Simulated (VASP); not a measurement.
**Cu: single point with PBEsol**

The system is Cu.

```
CELL_PARAMETERS angstrom
-1.39768 1.39768 1.46636
1.39768 -1.39768 1.46636
1.39768 1.39768 -1.46636
ATOMIC_POSITIONS crystal
Cu 0.00000 0.00000 0.00000
```

This cell differs from its parent crystal: ratio of the length along z to the lengths across it x 1.1, volume and fractional coordinates fixed.

| Quantity | Value |
| --- | --- |
| Program | VASP 6.6.1 |
| Task | single point |
| Functional | PBEsol |
| Potentials or basis | VASP PAW PBE potentials, release 64 (Cu) |
| Cutoff | 520 eV |
| k mesh | 26 × 26 × 26 |
| Occupations | gaussian, width 0.15 eV |
| Spin | no spin polarisation |

The pressure is -0.4 GPa. The band gap on the k mesh is zero (an odd number of electrons rules out a gap without spin polarisation).

Stress tensor (GPa, compression positive):
```
-0.61  0.00  0.00
 0.00 -0.61  0.00
 0.00  0.00  0.15
```

Levels at points of the mesh, in eV from the Fermi level:
```
           k point  band 4  band 5  band 6  band 7  band 8  band 9
(0.00, 0.00, 0.00)   -3.07   -2.24   -2.05   24.68   25.58   25.58
(0.50, 0.00, 0.00)   -2.00   -1.39   -0.81    4.34   18.16   18.37
(0.50, 0.50, 0.00)   -1.96   -1.35   -0.45    4.85   16.92   16.97
(0.50, 0.50, 0.50)   -1.53   -1.53    7.10    8.91    8.91   13.11
```

Wall time 3 min on 1 thread of Intel(R) Xeon(R) Platinum 8259CL CPU @ 2.50GHz (Skylake/Cascade Lake), with other jobs on the host, peak memory 0.27 GiB.

Caveat: the PAW data sets were made with another functional, which shifts forces and pressure a little.
